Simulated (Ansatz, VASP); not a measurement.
This is a calculation of Bi2Te3 for VASP 6.6.1.

File INCAR:

```
AGGAC = 1.0
AGGAX = 1.0
ALDAC = 0.0
ALDAX = 1.0
ALGO = Normal
EDIFF = 1E-7
ENCUT = 520
GGA = B5
ISIF = 2
ISMEAR = -1
LASPH = True
LCHARG = True
LELF = True
LREAL = False
LVHAR = True
LWAVE = False
NBANDS = 32
NELM = 60
PREC = Accurate
SIGMA = 0.05
```

KPOINTS

```
k-points
0
Gamma
  7 7 7
```

POSCAR

```
Bi2Te3
1.0
    2.2218585726      1.2827906449     10.2994407795
   -2.2218585726      1.2827906449     10.2994407795
    0.0000000000     -2.5655812900     10.2994407795
Bi Te
2 3
Direct
    0.6000000000      0.6000000000      0.6000000000
    0.4000000000      0.4000000000      0.4000000000
    0.7905000000      0.7905000000      0.7905000000
    0.2095000000      0.2095000000      0.2095000000
    0.0000000000      0.0000000000      0.0000000000
```

Potentials or basis: VASP PAW PBE potentials, release 64 (Bi_d, Te).

Launch:

```console
$ cat potpaw_PBE.64/Bi_d/POTCAR potpaw_PBE.64/Te/POTCAR > POTCAR
$ mpirun -np 1 vasp_std > vasp.out
```

Question: Translate it to Ansatz 0.2.0. Potentials there: Ansatz PAW.

Answer: As run (the cutoff follows the program's own potentials):

File input.yaml:

```yaml
crystal:
  lattice:
    - [2.2218585726, 1.2827906449, 10.2994407795]
    - [-2.2218585726, 1.2827906449, 10.2994407795]
    - [0.0, -2.56558129, 10.2994407795]
  atoms:
    - { symbol: Bi, position: [0.6, 0.6, 0.6] }
    - { symbol: Bi, position: [0.4, 0.4, 0.4] }
    - { symbol: Te, position: [0.7905, 0.7905, 0.7905] }
    - { symbol: Te, position: [0.2095, 0.2095, 0.2095] }
    - { symbol: Te, position: [0.0, 0.0, 0.0] }
hamiltonian:
  xc: blyp
  pseudopotentials: { kind: paw }
kpoints:
  mp_grid: { grid: [7, 7, 7] }
scf:
  occupations: { method: fermi_dirac, width: 0.05 }
output:
  forces: true
  stress: true
  eigenvalues: true
```

Potentials or basis: Ansatz PAW.

The run is started by

```sh
$ ansatz run input.yaml --threads 2 --pin off --max-ram 5120MiB --backend cpu --events-out ev --progress --plain --runs-dir out
```

Both were run:

|  | VASP | Ansatz | Ansatz less VASP |
| --- | --- | --- | --- |
| gap on the k mesh at the Fermi level (eV) | 0.33 | 0.34 | +0.012 |
| least direct gap on the mesh (eV) | 0.33 | 0.34 | +0.012 |
| pressure (GPa) | 3.4 | 3.2 | -0.18 |
| traceless stress, the component that is largest in VASP (GPa) | -0.31 | -0.32 | -0.012 |
| rms of the force components (eV/Å) | 0.076 | 0.090 | +0.0149 |

VASP's potentials were made for PBE, not for BLYP. Atom by atom the forces differ by 0.015 eV/Å (rms over components). VASP's potentials hold 48 valence electrons a cell and Ansatz's 78, so a difference there can come from the potentials and not from the codes.

Neither program's run includes spin-orbit coupling. Noted on Ansatz's run: odd divisions of the mesh miss points on the zone boundary, where band edges often lie, so the gap on the mesh can be too wide.
